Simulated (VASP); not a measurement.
Input of a VASP 6.6.1 run:

File INCAR:

```
SYSTEM = Be2CN
ALGO = Normal
EDIFF = 1E-6
EDIFFG = -0.01
ENCUT = 600
GGA = PE
IBRION = 2
ISIF = 3
ISMEAR = 0
LASPH = .TRUE.
LCHARG = .FALSE.
LREAL = .FALSE.
LWAVE = .FALSE.
NELM = 100
NSW = 100
PREC = Accurate
SIGMA = 0.1
```

File KPOINTS:

```
k-points
0
G
  18 18 12
  0 0 0
```

POSCAR

```
Be2CN
1.0
    3.0348810647      0.0000000000      0.0000000000
   -1.5174405323      2.6282840995      0.0000000000
    0.0000000000      0.0000000000      3.9289037121
Be C N
2 1 1
Direct
    0.0000000000      0.0000000000      0.5000000000
    0.3333333333      0.6666666667      0.0000000000
    0.0000000000      0.0000000000      0.0000000000
    0.3333333333      0.6666666667      0.5000000000
```

Potentials or basis: VASP PAW PBE potentials, release 64 (Be, C, N).

Run with:

```bash
$ cat potpaw_PBE.64/Be/POTCAR potpaw_PBE.64/C/POTCAR potpaw_PBE.64/N/POTCAR > POTCAR
$ mpirun -np 1 vasp_std > vasp.out
```

Estimate the relaxed volume.

7.84 Å³/atom.

Estimate the space group after relaxing (to 0.05 Å).

P-6m2 (No. 187).

What does it give for the relaxed cell?

a = 3.044 Å, b = 3.044 Å, c = 3.908 Å, α = 90.00°, β = 90.00°, γ = 120.00°.

Final structure:
```
Be C N
1.0
     3.04386    0.00000    0.00000
    -1.52193    2.63606    0.00000
     0.00000    0.00000    3.90836
Be C N
2 1 1
Direct
  0.00000 0.00000 0.50000
  0.33333 0.66667 0.00000
  0.00000 0.00000 0.00000
  0.33333 0.66667 0.50000
```
